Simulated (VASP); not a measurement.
## ScAl3: single point with PBE+D3(BJ)

ScAl3:

```
Sc Al
1.0
     4.04936    0.00000    0.00000
     0.00000    4.04936    0.00000
     0.00000    0.00000    4.04936
Sc Al
1 3
Direct
  0.00000 0.00000 0.00000
  0.50000 0.00000 0.50000
  0.00000 0.50000 0.50000
  0.50000 0.50000 0.00000
```

```json
{
 "Program": "VASP 6.6.1",
 "Task": "single point",
 "Functional": "PBE",
 "Dispersion": "D3(BJ)",
 "Potentials or basis": "VASP PAW PBE potentials, release 64 (Sc_sv, Al)",
 "Cutoff": "520 eV",
 "k mesh": "6 × 6 × 6",
 "Occupations": "fermi-dirac, width 0.1 eV",
 "Spin": "no spin polarisation",
 "Dipole correction": "no",
 "Further INCAR settings": "ALGO = Normal; EDIFF = 1e-06; NBANDS = 18"
}
```

| Property | Result |
| --- | --- |
| Pressure | 0.0 GPa |
| Band gap on the k mesh | zero (band 10 reaches 8.56 eV, above the bottom of band 11 at 4.54 eV) |
| Dispersion energy per atom | -0.390 eV |

Levels at points of the mesh, in eV from the Fermi level:
```tsv
k point	band 8	band 9	band 10	band 11	band 12	band 13
(0.00, 0.00, 0.00)	-1.92	-1.92	-1.92	1.17	1.23	1.23
(0.50, 0.00, 0.00)	-1.85	-1.63	0.93	0.95	0.95	1.27
(0.50, 0.50, 0.00)	-4.53	-0.65	-0.65	1.12	1.32	2.05
(0.50, 0.50, 0.50)	-4.67	-3.08	-3.08	-3.08	0.93	2.60
```

Wall time 11 s on 1 thread of Intel(R) Xeon(R) 6975P-C (Granite Rapids), on a shared host, peak memory 0.18 GiB.

Caveat: pairwise dispersion overbinds metals, which lowers pressure and volume.
